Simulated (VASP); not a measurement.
Runs of VASP 6.6.1 on SnO2. The structure is that of space group Pbcn (No. 60), or close to it. The cells are those of the table. 

| cell | gap on the mesh (eV) | pressure (GPa) | largest force (eV/Å) |
| --- | --- | --- | --- |
| a = 4.488, b = 5.581, c = 4.965 Å, 12 atoms | 2.98 | 34.8 | 0.67 |
| a = 4.658, b = 5.491, c = 5.153 Å, 12 atoms | (b) | (a) | 0.24 |
| a = 4.448, b = 5.681, c = 4.921 Å, 12 atoms | 2.96 | 35.2 | 0.90 |
| a = 4.569, b = 5.386, c = 5.055 Å, 12 atoms | 2.87 | 34.3 | 0.48 |
| a = 4.528, b = 5.483, c = 5.010 Å, 12 atoms | 2.95 | 34.5 | 0.50 |

Alike in all rows: task single point; level LDA; potentials or basis VASP PAW LDA potentials, release 64 (Sn_d, O); no spin polarisation; k mesh 6 × 6 × 6; cutoff (eV) 520; smearing gaussian 0.05 eV.

Q: Fill in the values left out.

A: (a) 15.3; (b) 2.15.

Caveats: spin-orbit coupling is left out, which moves the levels of the heavy elements.

A k mesh can miss the band edges, and the runs leave out spin-orbit coupling on Sn.
